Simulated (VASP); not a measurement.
# Ru (P6_3/mmc) in VASP: notebook, part 2 of 2

VASP 6.6.1.

**5. Single point, revPBE (13.42 Å³/atom)**

This run uses another cell than the first one, of 13.42 Å³/atom.

Contents of INCAR:

```
ALGO = Normal
EDIFF = 1E-6
ENCUT = 520
GGA = RE
ISIF = 2
ISMEAR = -1
LASPH = T
LCHARG = T
LELF = T
LREAL = F
LVHAR = T
LWAVE = F
NBANDS = 36
NELM = 100
PREC = Accurate
SIGMA = 0.1
```

Contents of KPOINTS:

```
k-points
0
Gamma
  15 15 4
```

Contents of POSCAR:

```
Ru
1.0
    2.6828190380      0.0000000000      0.0000000000
   -1.3414095190      2.3233894406      0.0000000000
    0.0000000000      0.0000000000      8.6127217697
Ru
4
Direct
    0.0000000000      0.0000000000      0.0000000000
    0.0000000000      1.0000000000      0.5000000000
    0.3333333333      0.6666666667      0.2500000000
    0.6666666667      0.3333333333      0.7500000000
```

Potentials or basis: VASP PAW PBE potentials, release 64 (Ru_pv).

The run is started by

```console
> cat potpaw_PBE.64/Ru_pv/POTCAR > POTCAR
> mpirun -np 1 vasp_std > vasp.out
```

OUTCAR:

```text
EDIFF = 1E-6
   ENCUT = 520
   GGA = RE
   ISIF = 2
   ISMEAR = -1
   LASPH = T
   LREAL = F
   NELM = 100
   PREC = Accurate

 ion  position               nearest neighbor table
   1  0.000  0.000  0.000-   3 2.65   4 2.65   3 2.65   4 2.65   4 2.65   3 2.65
   2  0.000  0.000  0.500-   3 2.65   4 2.65   3 2.65   4 2.65   4 2.65   3 2.65
   3  0.333  0.667  0.250-   1 2.65   2 2.65   1 2.65   2 2.65   1 2.65   2 2.65
   4  0.667  0.333  0.750-   1 2.65   2 2.65   1 2.65   2 2.65   1 2.65   2 2.65

  LATTYP: Found a hexagonal cell.
 ALAT       =     2.6828190380
 C/A-ratio  =     3.2103252764

  Lattice vectors:

 A1 = (   2.6828190380,   0.0000000000,   0.0000000000)
 A2 = (  -1.3414095190,   2.3233894406,   0.0000000000)
 A3 = (   0.0000000000,   0.0000000000,   8.6127217697)

Analysis of symmetry for initial positions (statically):
=====================================================================
 Subroutine PRICEL returns:
 Original cell was already a primitive cell.

 Routine SETGRP: Setting up the symmetry group for a
[... 168 lines left out ...]
  ext. energy  EPLUGINS =         0.00000000
  ---------------------------------------------------
  free energy    TOTEN  =       -34.57473461 eV

  energy without entropy =      -34.43924697  energy(sigma->0) =      -34.50699079

 E-fermi :  13.0896     XC(G=0): -14.1374

 val. band max:       13.0810062749   @ k =   0.3333   0.2000   0.5000
 cond. band min:      13.0898272319   @ k =   0.0667   0.0667   0.2500
 fundamental gap:      0.0088209569
 Fermi energy:        13.0895987078

 k-point     1 :       0.0000    0.0000    0.0000
  band No.  band energies     occupation
      1     -30.5461      2.00000
      2     -30.0135      2.00000
      3     -29.9563      2.00000
      4     -29.5874      2.00000
      5     -29.5874      2.00000
      6     -29.5184      2.00000
[... 925 lines left out ...]
     35      19.8197      0.00000
     36      20.3185      0.00000

 [... further k-points ...]
[... 5 lines left out ...]
  --------------------------------------------------------------------------------------
  -------------------------------------------------------------------------------------
  Total        4.1785179      4.1785179      4.7566428      0.0000000     -0.0000000      0.0000000
  in kB      124.7036144    124.7036143    141.9571626      0.0000000     -0.0000000      0.0000000
  external PRESSURE =     130.4547971 kB  Pullay stress =       0.0000000 kB

 VOLUME and BASIS-vectors are now :
 -----------------------------------------------------------------------------
  energy-cutoff  :      520.00
  volume of cell :       53.69
      direct lattice vectors                 reciprocal lattice vectors
     2.682819038  0.000000000  0.000000000     0.372742248  0.215202837  0.000000000
    -1.341409519  2.323389441  0.000000000     0.000000000  0.430405675  0.000000000
     0.000000000  0.000000000  8.612721770     0.000000000  0.000000000  0.116107315

 POSITION                                       TOTAL-FORCE (eV/Angst)
 -----------------------------------------------------------------------------------
      0.00000      0.00000      0.00000         0.000000      0.000000      0.000000
      0.00000      0.00000      4.30636        -0.000000      0.000000      0.000000
     -0.00000      1.54893      2.15318        -0.000000      0.000000      0.000000
      1.34141      0.77446      6.45954         0.000000     -0.000000      0.000000
 -----------------------------------------------------------------------------------
    total drift:                                0.000000     -0.000000      0.000000

  FREE ENERGIE OF THE ION-ELECTRON SYSTEM (eV)
  ---------------------------------------------------
  free  energy   TOTEN  =       -34.5747346122 eV

  energy  without entropy=      -34.4392469694  energy(sigma->0) =      -34.50699079
```

OSZICAR:

```text
N       E                     dE             d eps       ncg     rms          rms(c)
DAV:   1     0.679517927590E+03    0.67952E+03   -0.33564E+04  5832   0.172E+03
DAV:   2    -0.152726396843E+02   -0.69479E+03   -0.67720E+03  6132   0.538E+02
DAV:   3    -0.367115676260E+02   -0.21439E+02   -0.20703E+02  6228   0.100E+02
DAV:   4    -0.370114678209E+02   -0.29990E+00   -0.29927E+00  6804   0.105E+01
DAV:   5    -0.370179905821E+02   -0.65228E-02   -0.65223E-02  6556   0.142E+00    0.252E+01
DAV:   6    -0.347570911213E+02    0.22609E+01   -0.59222E+00  5892   0.183E+01    0.735E+00
DAV:   7    -0.346232512191E+02    0.13384E+00   -0.76347E-01  6044   0.699E+00    0.237E+00
DAV:   8    -0.345859437612E+02    0.37307E-01   -0.20141E-01  5996   0.450E+00    0.144E+00
DAV:   9    -0.345746940269E+02    0.11250E-01   -0.19458E-02  6076   0.132E+00    0.177E-01
DAV:  10    -0.345747425283E+02   -0.48501E-04   -0.13325E-03  7300   0.298E-01    0.775E-02
DAV:  11    -0.345747433205E+02   -0.79221E-06   -0.35082E-05  6804   0.418E-02    0.646E-02
DAV:  12    -0.345747337320E+02    0.95884E-05   -0.15135E-05  6072   0.362E-02    0.445E-03
DAV:  13    -0.345747353094E+02   -0.15773E-05   -0.58379E-07  3152   0.730E-03    0.275E-03
DAV:  14    -0.345747346122E+02    0.69719E-06   -0.13520E-07  2988   0.293E-03
   1 F= -.34574735E+02 E0= -.34506991E+02  d E =-.135488E+00
```

Run time: 72 s. Hardware: 1 thread of AMD EPYC 9R45 (Zen 5), shared host; peak memory 0.21 GiB.

What came out:

* Free energy: -34.5747 eV
* Pressure: 13.0 GPa
* Band gap on the k mesh: zero (bands 28 and 29 overlap by 2.86 eV)

Stress tensor (GPa, compression positive):
```
12.47  0.00  0.00
 0.00 12.47  0.00
 0.00  0.00 14.20
```

Levels at points of the mesh, in eV from the Fermi level:
```csv
k point,band 26,band 27,band 28,band 29,band 30,band 31
"(0.00, 0.00, 0.00)",-2.17,-2.17,-0.83,-0.83,-0.10,-0.10
"(0.00, 0.00, 0.50)",-2.47,-0.64,-0.64,-0.41,-0.41,-0.41
```

Caveat: the cell stands under pressure; the PAW data sets were made with another functional, which shifts forces and pressure a little.

**6. Summary**

| cell | k mesh | gap on the mesh (eV) | pressure (GPa) |
| --- | --- | --- | --- |
| a = 2.720, b = 2.720, c = 8.731 Å, angles 90.0, 90.0, 120.0°, 4 atoms | 13 × 13 × 4 | none | -0.1 |
| a = 2.606, b = 2.606, c = 8.367 Å, angles 90.0, 90.0, 120.0°, 4 atoms | 15 × 15 × 4 | none | 51.1 |
| a = 2.645, b = 2.645, c = 8.491 Å, angles 90.0, 90.0, 120.0°, 4 atoms | 15 × 15 × 4 | none | 29.9 |
| a = 2.683, b = 2.683, c = 8.613 Å, angles 90.0, 90.0, 120.0°, 4 atoms | 15 × 15 × 4 | none | 13.0 |

Alike in all rows: task single point; level revPBE; potentials or basis VASP PAW PBE potentials, release 64 (Ru_pv); no spin polarisation; cutoff (eV) 520; smearing fermi-dirac 0.1 eV.

Caveats: the PAW data sets were made with another functional, which shifts forces and pressure a little; the cell stands under pressure (at least some runs).

Total energies depend on the potentials used, so only differences within one code and one set of settings carry meaning.
